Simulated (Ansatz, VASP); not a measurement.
# SiC in VASP and in Ansatz

```
Si C
1.0
     5.37083    0.00000    0.00000
    -2.68541    4.65127    0.00000
     0.00000    0.00000    3.89341
Si C
3 3
Direct
  0.50000 0.00000 0.50000
  0.00000 0.50000 0.50000
  0.50000 0.50000 0.50000
  0.00000 0.00000 0.50000
  0.00000 0.00000 0.83646
  0.00000 0.00000 0.16354
```

Alike in both runs: functional PBE; k mesh 6 × 6 × 4; occupations gaussian, width 0.1 eV; no spin polarisation.

Ansatz relaxed the structure, and its values are those at the end. VASP's run is a single point on that final structure, the one shown.

|  | VASP | Ansatz |
| --- | --- | --- |
| version | VASP 6.6.1 | Ansatz 0.2.0 |
| potentials or method | VASP PAW PBE potentials, release 64 (Si, C), cutoff 520 eV | scalar-relativistic, plane waves, PAW |
| valence electrons in the cell | 24 | 24 |

|  | VASP | Ansatz | Ansatz less VASP |
| --- | --- | --- | --- |
| gap on the k mesh at the Fermi level (eV) | none | none | - |
| pressure (GPa) | -0.1 | 0.0 | +0.05 |
| rms of the force components (eV/Å) | 0.011 | 0.009 | -0.0020 |

A gap of «none» marks a metal or a gap that the smearing closes.

The k mesh is coarse, so the values compare programs but aren't converged.
